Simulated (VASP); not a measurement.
**Si2Mo: single point with PBEsol**

Si2Mo:

```
Si Mo
1.0
    -1.55524    1.55524    3.81314
     1.55524   -1.55524    3.81314
     1.55524    1.55524   -3.81314
Si Mo
2 1
Direct
  0.33506 0.31575 0.98069
  0.66494 0.64563 0.98069
  0.00000 0.01130 0.01130
```

This cell differs from its parent crystal: atoms displaced along a vibrational mode, the cell strained.

```yaml
Program: VASP 6.6.1
Task: single point
Functional: PBEsol
Potentials_or_basis: VASP PAW PBE potentials, release 64 (Si, Mo_sv)
Cutoff: 520 eV
k_mesh: 18 × 18 × 18
Occupations: gaussian, width 0.15 eV
Spin: no spin polarisation
```

```
Pressure               : 21.1 GPa
Largest force          : 1.308 eV/Å
Band gap on the k mesh : zero (bands 11 and 12 overlap by 0.84 eV)
```

Forces on the atoms (eV/Å):
```
Si   0.654  0.000 -0.271
Si   0.654  0.000  0.271
Mo  -1.308  0.000  0.000
```

Stress tensor (GPa, compression positive):
```
19.95  0.00  0.00
 0.00 20.77  0.00
 0.00  0.00 22.69
```

Levels at points of the mesh, in eV from the Fermi level:
| k point | band 8 | band 9 | band 10 | band 11 | band 12 | band 13 | band 14 | band 15 |
| --- | --- | --- | --- | --- | --- | --- | --- | --- |
| (0.00, 0.00, 0.00) | -3.28 | -2.87 | -2.80 | 0.40 | 2.78 | 3.68 | 3.85 | 3.87 |
| (0.50, 0.00, 0.00) | -4.74 | -2.90 | -2.78 | -0.62 | 2.57 | 3.32 | 4.44 | 4.77 |
| (0.00, 0.50, 0.00) | -4.67 | -2.88 | -2.83 | -0.65 | 2.59 | 3.31 | 4.40 | 4.80 |
| (0.50, 0.50, 0.00) | -5.12 | -4.75 | -3.42 | -1.17 | 2.64 | 3.14 | 3.40 | 3.78 |
| (0.50, 0.50, 0.50) | -2.47 | -0.67 | -0.64 | -0.46 | -0.35 | 0.63 | 5.14 | 6.04 |

It took 24 min on 1 thread of AMD EPYC 7R13, with other jobs on the host, peak memory 0.61 GiB.

Caveat: the cell differs from its parent crystal (atoms displaced along a vibrational mode, the cell strained); the cell stands under pressure; the PAW data sets were made with another functional, which shifts forces and pressure a little.
